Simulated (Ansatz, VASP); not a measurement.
**One calculation of Ga3AsP2, two programs**

```
Ga P As
1.0
     3.96195   -0.03408   -0.00245
    -2.01049    3.46118    0.01711
    -0.01213    0.09071   19.82240
Ga P As
6 4 2
Direct
  0.32493 0.66424 0.32580
  0.33947 0.67568 0.66618
  0.32724 0.64798 0.00162
  0.68448 0.33362 0.16833
  0.68423 0.34940 0.50138
  0.66031 0.34132 0.83240
  0.32074 0.63789 0.12171
  0.32025 0.66889 0.79223
  0.66217 0.32962 0.28726
  0.69148 0.35505 0.62813
  0.32916 0.66163 0.45862
  0.65554 0.33468 0.96433
```

Change from the starting cell: cell x1, atoms moved at random (sigma 0.05 Å) and cell strained at random (1.5 %), then relaxed without symmetry.

Alike in both runs: task relaxation of cell and atoms; functional PBE; k mesh 6 × 6 × 1; occupations gaussian, width 0.1 eV; no spin polarisation.

|  | VASP | Ansatz |
| --- | --- | --- |
| version | VASP 6.6.1 | Ansatz 0.2.0 |
| potentials or method | VASP PAW PBE potentials, release 64 (Ga_d, P, As), cutoff 600 eV | scalar-relativistic, plane waves, PAW |
| valence electrons in the cell | 108 | 128 |

Ansatz gave:

* gap on the k mesh at the Fermi level, each at its own relaxed structure (eV): 0.89
* relaxed volume (Å³/atom): 21.77
* relaxed length of the cell vector where the two differ most in proportion (Å): 3.937

Question: Which values does VASP return?

Answer: gap on the k mesh at the Fermi level, each at its own relaxed structure (eV): 0.87; relaxed volume (Å³/atom): 21.79; relaxed length of the cell vector where the two differ most in proportion (Å): 3.939.

VASP's potentials hold 108 valence electrons a cell and Ansatz's 128, so a difference there can come from the potentials and not from the codes.
